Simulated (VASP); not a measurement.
Here is a VASP 6.6.1 calculation.

The input POSCAR:

```
Ni
1.0
    0.0000000000      1.7391096897      1.7391096897
    1.7391096897      0.0000000000      1.7391096897
    1.7391096897      1.7391096897      0.0000000000
Ni
1
Direct
    0.0000000000      0.0000000000      0.0000000000
```

Contents of INCAR.step1:

```
SYSTEM = Ni
  PREC = Accurate
  ENCUT = 520
  ISMEAR = 0
  SIGMA = 0.05
  LREAL = .FALSE.
  LASPH = .TRUE.
  NELM = 150
  ISPIN = 2
  MAGMOM = 1.5
  LMAXMIX = 4
  NBANDS = 15
  GGA = PE
  ALGO = Normal
  EDIFF = 1E-4
  LWAVE = .TRUE.
  LCHARG = .FALSE.
```

File INCAR.step2:

```
SYSTEM = Ni
  PREC = Accurate
  ENCUT = 520
  EDIFF = 1E-6
  ISMEAR = 0
  SIGMA = 0.05
  LREAL = .FALSE.
  LASPH = .TRUE.
  NELM = 150
  ALGO = Normal
  ISIF = 2
  LWAVE = .FALSE.
  LCHARG = .FALSE.
  ISPIN = 2
  MAGMOM = 1.5
  LORBIT = 11
  LMAXMIX = 4
  METAGGA = R2SCAN
  LMIXTAU = .TRUE.
  NBANDS = 15
  ISTART = 1
```

File KPOINTS:

```
Automatic mesh
0
G
  12 12 12
  0 0 0
```

Potentials or basis: VASP PAW PBE potentials, release 64 (Ni).

The run is started by

```bash
$ cat potpaw_PBE.64/Ni/POTCAR > POTCAR
$ cp INCAR.step1 INCAR
$ mpirun -np 1 vasp_std > vasp.out
$ cp INCAR.step2 INCAR
$ mpirun -np 1 vasp_std > vasp.out
```

Problem. What does it give for the net moment?

Solution. 0.72 μB per cell.

Problem. Predict the pressure.

Solution. 0.2 GPa.

Problem. Estimate the site moments.

Solution. Ni +0.74 μB.

Caveat: the PAW data sets were made with another functional, which shifts forces and pressure a little.
